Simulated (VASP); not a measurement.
Wanted: the native input for a VASP 6.6.1 run.

* Task: single point
* Functional: PBE
* Potentials or basis: VASP PAW PBE potentials, release 64 (Ti_sv, C)
* Cutoff: 600 eV
* k mesh: 16 × 16 × 16
* Occupations: fermi-dirac, width 0.15 eV
* Spin: no spin polarisation
* Dipole correction: no
* Further INCAR settings: ALGO = Normal; EDIFF = 1e-06; NBANDS = 15

The structure of TiC lies in POSCAR:

```
TiC
1.0
    0.0000000000      2.2014000000      2.2014000000
    2.2014000000      0.0000000000      2.2014000000
    2.2014000000      2.2014000000      0.0000000000
Ti C
1 1
Direct
    0.0000000000      0.0000000000      0.0000000000
    0.5000000000      0.5000000000      0.5000000000
```

One way to write it, as run:

INCAR

```
  PREC = Accurate
  ENCUT = 600
  EDIFF = 1E-6
  ISMEAR = -1
  SIGMA = 0.15
  LREAL = False
  LASPH = True
  NELM = 120
  ALGO = Normal
  ISIF = 2
  LWAVE = False
  LCHARG = False
  GGA = PE
  NBANDS = 15
  GGA_COMPAT = False
```

KPOINTS

```
regular mesh
0
Gamma
  16 16 16
```

Potentials or basis: VASP PAW PBE potentials, release 64 (Ti_sv, C).

Launch:

```sh
$ cat potpaw_PBE.64/Ti_sv/POTCAR potpaw_PBE.64/C/POTCAR > POTCAR
$ mpirun -np 1 vasp_std > vasp.out
```

It gave:

```json
{"Pressure": "-10.7 GPa", "Band gap on the k mesh": "zero (band 8 reaches 9.52 eV, above the bottom of band 9 at 8.45 eV)"}
```

It took 2 min on 1 thread of AMD EPYC 7R43 64-Core Processor (Zen 3) (shared host), peak memory 0.16 GiB.
